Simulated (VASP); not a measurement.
# Ge (P6_3/mmc) in VASP: notebook

The runs below take Ge through single point, with PBEsol.

Program: VASP 6.6.1. These are calculated values, not measurements. Logs are shortened: lines on timing, memory, paths and dates and some standing lists are left out, and cuts for length are marked.

## (1) The cell of the first run

The structure is hexagonal, space group P6_3/mmc (No. 194). Conventional cell: a = 3.981 Å, b = 3.981 Å, c = 6.554 Å, α = 90.00°, β = 90.00°, γ = 120.00°. Within 3.2 Å of Ge (site symmetry 3m) lie 4 Ge at 2.44 to 2.45 Å.

This isn't the form of Ge at room conditions, which is diamond.

## (2) Single point, PBEsol (22.48 Å³/atom)

INCAR

```
PREC = Accurate
ENCUT = 520
EDIFF = 1E-6
ISMEAR = -1
SIGMA = 0.1
LREAL = False
LASPH = True
NELM = 60
ALGO = Normal
ISIF = 2
LWAVE = False
LCHARG = True
GGA = PS
LELF = True
LVHAR = True
NBANDS = 36
```

KPOINTS

```
regular mesh
0
Gamma
  8 8 4
```

POSCAR

```
Ge
1.0
    3.9806586256      0.0000000000      0.0000000000
   -1.9903293128      3.4473514936      0.0000000000
    0.0000000000      0.0000000000      6.5540101061
Ge
4
Direct
    0.6666666667      0.3333333333      0.0627750124
    0.3333333333      0.6666666667      0.5627750124
    0.6666666667      0.3333333333      0.4372249876
    0.3333333333      0.6666666667      0.9372249876
```

Potentials or basis: VASP PAW PBE potentials, release 64 (Ge_d).

Command:

```
$ cat potpaw_PBE.64/Ge_d/POTCAR > POTCAR
$ mpirun -np 1 vasp_std > vasp.out
```

OUTCAR:

```text
PREC = Accurate
   ENCUT = 520
   EDIFF = 1E-6
   ISMEAR = -1
   LREAL = False
   LASPH = True
   NELM = 60
   ISIF = 2
   GGA = PS

 ion  position               nearest neighbor table
   1  0.667  0.333  0.063-   4 2.44   4 2.44   4 2.44   3 2.45
   2  0.333  0.667  0.563-   3 2.44   3 2.44   3 2.44   4 2.45
   3  0.667  0.333  0.437-   2 2.44   2 2.44   2 2.44   1 2.45
   4  0.333  0.667  0.937-   1 2.44   1 2.44   1 2.44   2 2.45

  LATTYP: Found a hexagonal cell.
 ALAT       =     3.9806586256
 C/A-ratio  =     1.6464637445

  Lattice vectors:

 A1 = (   3.9806586256,   0.0000000000,   0.0000000000)
 A2 = (  -1.9903293128,   3.4473514936,   0.0000000000)
 A3 = (   0.0000000000,   0.0000000000,   6.5540101061)

Analysis of symmetry for initial positions (statically):
=====================================================================
 Subroutine PRICEL returns:
 Original cell was already a primitive cell.

 Routine SETGRP: Setting up the symmetry group for a
 hexagonal supercell.

 Subroutine GETGRP returns: Found 24 space group operations
 (whereof 12 operations were pure point group operations)
 out of a pool of 24 trial point group operations.

The static configuration has the point symmetry D_3d.
 The point group associated with its full space group is D_6h.

Analysis of symmetry for dynamics (positions and initial velocities):
=====================================================================
 Subroutine PRICEL returns:
 Original cell was already a primitive cell.

 Routine SETGRP: Setting up the symmetry group for a
 hexagonal supercell.

 Subroutine GETGRP returns: Found 24 space group operations
 (whereof 12 operations were pure point group operations)
 out of a pool of 24 trial point group operations.

The dynamic configuration has the point symmetry D_3d.
 The point group associated with its full space group is D_6h.

 Subroutine INISYM returns: Found 24 space group operations
 (whereof 12 operations are pure point group operations),
 and found     1 'primitive' translations

----------------------------------------------------------------------------------------

                                     Primitive cell

  volume of cell :      89.9389

  direct lattice vectors                    reciprocal lattice vectors
     3.980658626  0.000000000  0.000000000     0.251214709  0.145038880  0.000000000
    -1.990329313  3.447351494  0.000000000     0.000000000  0.290077760  0.000000000
     0.000000000  0.000000000  6.554010106     0.000000000  0.000000000  0.152578343

  length of vectors
     3.980658626  3.980658626  6.554010106     0.290077760  0.290077760  0.152578343

  position of ions in fractional coordinates (direct lattice)
     0.666666667  0.333333333  0.062775012
     0.333333333  0.666666667  0.562775012
     0.666666667  0.333333333  0.437224988
     0.333333333  0.666666667  0.937224988

  ion indices of the primitive-cell ions
   primitive index   ion index
                 1           1
                 2           2
                 3           3
                 4           4

----------------------------------------------------------------------------------------

 KPOINTS: regular mesh

Automatic generation of k-mesh.
 Grid dimensions read from file:
 generate k-points for:    8    8    4

 Generating k-lattice:

  Cartesian coordinates                     Fractional coordinates (reciprocal lattice)
     0.031401839  0.018129860  0.000000000     0.125000000 -0.000000000  0.000000000
     0.000000000  0.036259720  0.000000000     0.000000000  0.125000000  0.000000000
     0.000000000  0.000000000  0.038144586     0.000000000  0.000000000  0.250000000

  Length of vectors
     0.036259720  0.036259720  0.038144586

  Shift w.r.t. Gamma in fractional coordinates (k-lattice)
     0.000000000  0.000000000  0.000000000

 Subroutine IBZKPT returns following result:
 ===========================================

 Found     30 irreducible k-points:

 Following reciprocal coordinates:
            Coordinates               Weight
  0.000000  0.000000  0.000000      1.000000
  0.125000  0.000000  0.000000      6.000000
  0.250000  0.000000  0.000000      6.000000
  0.375000  0.000000  0.000000      6.000000
  0.500000  0.000000  0.000000      3.000000
  0.125000  0.125000  0.000000      6.000000
[... 16 lines left out ...]
  0.250000  0.000000  0.500000      6.000000
  0.375000  0.000000  0.500000      6.000000
 [... further k-points ...]
   k-points           NKPTS =     30   k-points in BZ     NKDIM =     30   number of bands    NBANDS=     36
   number of dos      NEDOS =    301   number of ions     NIONS =      4
   total plane-waves  NPLWV =  45000
   dimension x,y,z NGX =    30 NGY =   30 NGZ =   50
   dimension x,y,z NGXF=    60 NGYF=   60 NGZF=  100
   ions per type =               4
   NGX,Y,Z   is equivalent  to a cutoff of  12.53, 12.53, 12.68 a.u.
   NGXF,Y,Z  is equivalent  to a cutoff of  25.06, 25.06, 25.37 a.u.
 SYSTEM =  unknown system
   PREC   = accura    normal or accurate (medium, high low for compatibility)
   ISTART =      0    job   : 0-new  1-cont  2-samecut
   ICHARG =      2    charge: 1-file 2-atom 10-const
   ISPIN  =      1    spin polarized calculation?
   LNONCOLLINEAR =      F non collinear calculations
   LSORBIT =      F    spin-orbit coupling
   LASPH  =      T    aspherical Exc in radial PAW
   ENCUT  =  520.0 eV  38.22 Ry    6.18 a.u.   7.40  7.40 12.19*2*pi/ulx,y,z
   NELM   =     60;   NELMIN=  2; NELMDL= -5     # of ELM steps
   EDIFF  = 0.1E-05   stopping-criterion for ELM
   LREAL  =      F    real-space projection
   EDIFFG = 0.1E-04   stopping-criterion for IOM
   NSW    =      0    number of steps for IOM
   IBRION =     -1    ionic relax: 0-MD 1-quasi-New 2-CG
   NFREE  =      0    steps in history (QN), initial steepest desc. (CG)
   ISIF   =      2    stress and relaxation
   ISYM   =      2    0-nonsym 1-usesym 2-fastsym
   POTIM  = 0.5000    time-step for ionic-motion
   TEBEG  =    0.0;   TEEND  =   0.0 temperature during run
   PSTRESS=    0.0 pullay stress
   NELECT =      56.0000    total number of electrons
   NUPDOWN=      -1.0000    fix difference up-down
   EMIN   =  10.00;   EMAX   =-10.00  energy-range for DOS
   EFERMI =   0.00;   METHOD = LEGACY
   ISMEAR =    -1;   SIGMA  =   0.10  broadening in eV -4-tet -1-fermi 0-gaus
   EFERMI_NEDOS =   21; number of points for ismear=-14 and -15
   IALGO  =     38    algorithm
   IMIX   =      4    mixing-type and parameters
     AMIX     =   0.40;   BMIX     =  1.00
     AMIX_MAG =   1.60;   BMIX_MAG =  1.00
  volume/ion in A,a.u.               =      22.48       151.73
  Fermi-wavevector in a.u.,A,eV,Ry     =   1.397939  2.641722 26.588970  1.954234
  Thomas-Fermi vector in A             =   2.521146
   LORBIT       =      0    0 simple, 1 ext, 2 COOP (PROOUT), +10 PAW based schemes
   GGA     = PS    functional components
   LHFCALC =     F    Hartree Fock is set to
   AEXX    =    0.0000 exact exchange contribution
   IVDW    =     0    specifies the selected vdW correction
   LEPSILON=     F    determine dielectric tensor
   LRPA    =     F    only Hartree local field effects (RPA)
 non-spin polarized calculation
  energy-cutoff  :      520.00
  volume of cell :       89.94
 maximum number of plane-waves:      2472
 NGX is ok and might be reduce to    30
   NGX = 15   NGY = 15   NGZ = 25

 number of electron      56.0000051 magnetization

 Free energy of the ion-electron system (eV)
  ---------------------------------------------------
  ext. energy  EPLUGINS =         0.00000000
  ---------------------------------------------------
  free energy    TOTEN  =       -19.67621462 eV

  energy without entropy =      -19.66826871  energy(sigma->0) =      -19.67224167

 E-fermi :   5.0000     XC(G=0): -10.1561

 val. band max:        4.8532489799   @ k =   0.0000   0.0000   0.0000
 cond. band min:       5.0586230418   @ k =   0.0000   0.0000   0.2500
 fundamental gap:      0.2053740618
 Fermi energy:         5.0000397386

 k-point     1 :       0.0000    0.0000    0.0000
  band No.  band energies     occupation
      1     -19.8860      2.00000
      2     -19.8860      2.00000
      3     -19.8482      2.00000
      4     -19.8457      2.00000
      5     -19.8457      2.00000
      6     -19.8335      2.00000
[... 28 lines left out ...]
     35       9.5469      0.00000
     36      10.9430      0.00000

 k-point     2 :       0.1250    0.0000    0.0000
  band No.  band energies     occupation
      1     -19.8955      2.00000
      2     -19.8892      2.00000
      3     -19.8572      2.00000
      4     -19.8513      2.00000
      5     -19.8457      2.00000
      6     -19.8225      2.00000
[... 28 lines left out ...]
     35      10.2235      0.00000
     36      11.0680      0.00000

 k-point     3 :       0.2500    0.0000    0.0000
  band No.  band energies     occupation
      1     -19.9055      2.00000
      2     -19.8938      2.00000
      3     -19.8714      2.00000
      4     -19.8604      2.00000
      5     -19.8414      2.00000
      6     -19.8107      2.00000
[... 28 lines left out ...]
     35      11.4181      0.00000
     36      11.7991      0.00000

 k-point     4 :       0.3750    0.0000    0.0000
  band No.  band energies     occupation
      1     -19.9061      2.00000
      2     -19.8957      2.00000
      3     -19.8847      2.00000
      4     -19.8664      2.00000
      5     -19.8298      2.00000
      6     -19.8043      2.00000
[... 28 lines left out ...]
     35      11.9723      0.00000
     36      12.5980      0.00000

 k-point     5 :       0.5000    0.0000    0.0000
  band No.  band energies     occupation
      1     -19.9014      2.00000
      2     -19.8959      2.00000
      3     -19.8935      2.00000
      4     -19.8684      2.00000
      5     -19.8209      2.00000
      6     -19.8027      2.00000
[... 655 lines left out ...]
 k-point    22 :       0.1250    0.0000    0.5000
  band No.  band energies     occupation
      1     -19.8751      2.00000
      2     -19.8751      2.00000
      3     -19.8734      2.00000
      4     -19.8734      2.00000
      5     -19.8369      2.00000
      6     -19.8369      2.00000
[... 28 lines left out ...]
     35      10.3294      0.00000
     36      10.3294      0.00000

 k-point    23 :       0.2500    0.0000    0.5000
  band No.  band energies     occupation
      1     -19.8806      2.00000
      2     -19.8806      2.00000
      3     -19.8792      2.00000
      4     -19.8792      2.00000
      5     -19.8333      2.00000
      6     -19.8333      2.00000
[... 28 lines left out ...]
     35      10.6708      0.00000
     36      10.6708      0.00000

 k-point    24 :       0.3750    0.0000    0.5000
  band No.  band energies     occupation
      1     -19.8826      2.00000
      2     -19.8826      2.00000
      3     -19.8809      2.00000
      4     -19.8809      2.00000
      5     -19.8279      2.00000
      6     -19.8279      2.00000
[... 28 lines left out ...]
     35      12.4611      0.00000
     36      12.4611      0.00000

 [... further k-points ...]

------------------------ aborting loop because EDIFF is reached ----------------------------------------

  FORCE on cell =-STRESS in cart. coord.  units (eV):
  Direction    XX          YY          ZZ          XY          YZ          ZX
  --------------------------------------------------------------------------------------
  -------------------------------------------------------------------------------------
  Total        0.5088042      0.5088042      0.5291667      0.0000000      0.0000000      0.0000000
  in kB        9.0638692      9.0638692      9.4266082      0.0000000      0.0000000      0.0000000
  external PRESSURE =       9.1847822 kB  Pullay stress =       0.0000000 kB

 VOLUME and BASIS-vectors are now :
 -----------------------------------------------------------------------------
  energy-cutoff  :      520.00
  volume of cell :       89.94
      direct lattice vectors                 reciprocal lattice vectors
     3.980658626  0.000000000  0.000000000     0.251214709  0.145038880  0.000000000
    -1.990329313  3.447351494  0.000000000     0.000000000  0.290077760  0.000000000
     0.000000000  0.000000000  6.554010106     0.000000000  0.000000000  0.152578343

 POSITION                                       TOTAL-FORCE (eV/Angst)
 -----------------------------------------------------------------------------------
      1.99033      1.14912      0.41143        -0.000000      0.000000     -0.000768
     -0.00000      2.29823      3.68843        -0.000000     -0.000000     -0.000768
      1.99033      1.14912      2.86558        -0.000000      0.000000      0.000768
     -0.00000      2.29823      6.14258         0.000000     -0.000000      0.000768
 -----------------------------------------------------------------------------------
    total drift:                               -0.000000      0.000000     -0.000000

  FREE ENERGIE OF THE ION-ELECTRON SYSTEM (eV)
  ---------------------------------------------------
  free  energy   TOTEN  =       -19.6762146208 eV

  energy  without entropy=      -19.6682687126  energy(sigma->0) =      -19.67224167
```

It took 99 s on 1 thread of Intel Xeon 8259CL, shared host; peak memory 0.23 GiB.

What came out:

```yaml
Free_energy: -19.6762 eV
Pressure: 0.9 GPa
Band_gap_on_the_k_mesh: zero (bands 28 and 29 overlap by 0.03 eV)
```

Levels at points of the mesh, in eV from the Fermi level:
```csv
k point,band 24,band 25,band 26,band 27,band 28,band 29,band 30,band 31,band 32,band 33
"(0.00, 0.00, 0.00)",-1.54,-1.54,-0.17,-0.15,0.09,0.10,0.10,2.21,2.21,2.74
"(0.50, 0.00, 0.00)",-6.81,-4.71,-3.16,-2.92,-1.49,0.41,1.64,3.48,3.66,4.35
"(0.00, 0.00, 0.50)",-4.86,-0.90,-0.90,-0.90,-0.90,0.65,0.65,3.33,3.33,3.33
"(0.50, 0.00, 0.50)",-7.97,-2.61,-2.61,-2.49,-2.49,0.46,0.46,2.03,2.03,6.12
```

Caveat: semilocal functionals underestimate gaps, so a narrow gap can read as zero; the PAW data sets were made with another functional, which shifts forces and pressure a little.

## (3) Single point, PBEsol

INCAR

```
PREC = Accurate
ENCUT = 520
EDIFF = 1E-6
ISMEAR = -1
SIGMA = 0.1
LREAL = F
LASPH = T
NELM = 100
ALGO = Normal
ISIF = 2
LWAVE = F
LCHARG = T
GGA = PS
LELF = T
LVHAR = T
NBANDS = 36
```

KPOINTS is that of step 2.

POSCAR

```
Ge
1.0
    3.9806586256      0.0000000000      0.0000000000
   -1.9903293128      3.4473514936      0.0000000000
    0.0000000000      0.0000000000      6.5540101061
Ge
4
Direct
    0.6666666667      0.3333333333      0.0627769183
    0.3333333333      0.6666666667      0.5627769183
    0.6666666667      0.3333333333      0.4372230817
    0.3333333333      0.6666666667      0.9372230817
```

Potentials or basis: VASP PAW PBE potentials, release 64 (Ge_d).

Command:

```
$ cat potpaw_PBE.64/Ge_d/POTCAR > POTCAR
$ mpirun -np 1 vasp_std > vasp.out
```

OUTCAR:

```text
PREC = Accurate
   ENCUT = 520
   EDIFF = 1E-6
   ISMEAR = -1
   LREAL = F
   LASPH = T
   NELM = 100
   ISIF = 2
   GGA = PS

 ion  position               nearest neighbor table
   1  0.667  0.333  0.063-   4 2.44   4 2.44   4 2.44   3 2.45
   2  0.333  0.667  0.563-   3 2.44   3 2.44   3 2.44   4 2.45
   3  0.667  0.333  0.437-   2 2.44   2 2.44   2 2.44   1 2.45
   4  0.333  0.667  0.937-   1 2.44   1 2.44   1 2.44   2 2.45

  LATTYP: Found a hexagonal cell.
 ALAT       =     3.9806586256
[... 1134 lines left out ...]

  FORCE on cell =-STRESS in cart. coord.  units (eV):
  Direction    XX          YY          ZZ          XY          YZ          ZX
  --------------------------------------------------------------------------------------
  -------------------------------------------------------------------------------------
  Total        0.5085281      0.5085281      0.5296730      0.0000000      0.0000000      0.0000000
  in kB        9.0589522      9.0589522      9.4356282      0.0000000      0.0000000      0.0000000
  external PRESSURE =       9.1845108 kB  Pullay stress =       0.0000000 kB

 VOLUME and BASIS-vectors are now :
 -----------------------------------------------------------------------------
  energy-cutoff  :      520.00
  volume of cell :       89.94
      direct lattice vectors                 reciprocal lattice vectors
     3.980658626  0.000000000  0.000000000     0.251214709  0.145038880  0.000000000
    -1.990329313  3.447351494  0.000000000     0.000000000  0.290077760  0.000000000
     0.000000000  0.000000000  6.554010106     0.000000000  0.000000000  0.152578343

 POSITION                                       TOTAL-FORCE (eV/Angst)
 -----------------------------------------------------------------------------------
      1.99033      1.14912      0.41144         0.000000     -0.000000     -0.001045
     -0.00000      2.29823      3.68845        -0.000000      0.000000     -0.001045
      1.99033      1.14912      2.86556         0.000000     -0.000000      0.001045
     -0.00000      2.29823      6.14257        -0.000000      0.000000      0.001045
 -----------------------------------------------------------------------------------
    total drift:                               -0.000000      0.000000     -0.000000

  FREE ENERGIE OF THE ION-ELECTRON SYSTEM (eV)
  ---------------------------------------------------
  free  energy   TOTEN  =       -19.6762145825 eV

  energy  without entropy=      -19.6682681888  energy(sigma->0) =      -19.67224139
```

stdout:

```text
POSCAR found type information on POSCAR Ge
 POSCAR found :  1 types and       4 ions
 scaLAPACK will be used
 -----------------------------------------------------------------------------
|                                                                             |
|                                                                             |
|     You enforced a specific xc type in the INCAR file but a different       |
|     I HOPE YOU KNOW WHAT YOU ARE DOING!                                     |
|                                                                             |
 -----------------------------------------------------------------------------

 LDA part: xc-table for (Slater+PW92), standard interpolation
 POSCAR, INCAR and KPOINTS ok, starting setup
 FFT: planning ... GRIDC
 FFT: planning ... GRID_SOFT
 FFT: planning ... GRID
 WAVECAR not read
 entering main loop
```

Run time: 1.7 min. Hardware: 1 thread of Intel Xeon 8259CL, shared host; peak memory 0.23 GiB.

What came out:

- Free energy: -19.6762 eV
- Pressure: 0.9 GPa
- Band gap on the k mesh: zero (bands 28 and 29 overlap by 0.03 eV)

Levels at points of the mesh, in eV from the Fermi level:
```tsv
k point	band 26	band 27	band 28	band 29	band 30	band 31
(0.00, 0.00, 0.00)	-0.17	-0.15	0.09	0.10	0.10	2.21
(0.50, 0.00, 0.00)	-3.16	-2.92	-1.49	0.41	1.64	3.48
(0.00, 0.00, 0.50)	-0.90	-0.90	-0.90	0.65	0.65	3.33
(0.50, 0.00, 0.50)	-2.61	-2.49	-2.49	0.46	0.46	2.03
```

Caveat: semilocal functionals underestimate gaps, so a narrow gap can read as zero; the PAW data sets were made with another functional, which shifts forces and pressure a little.
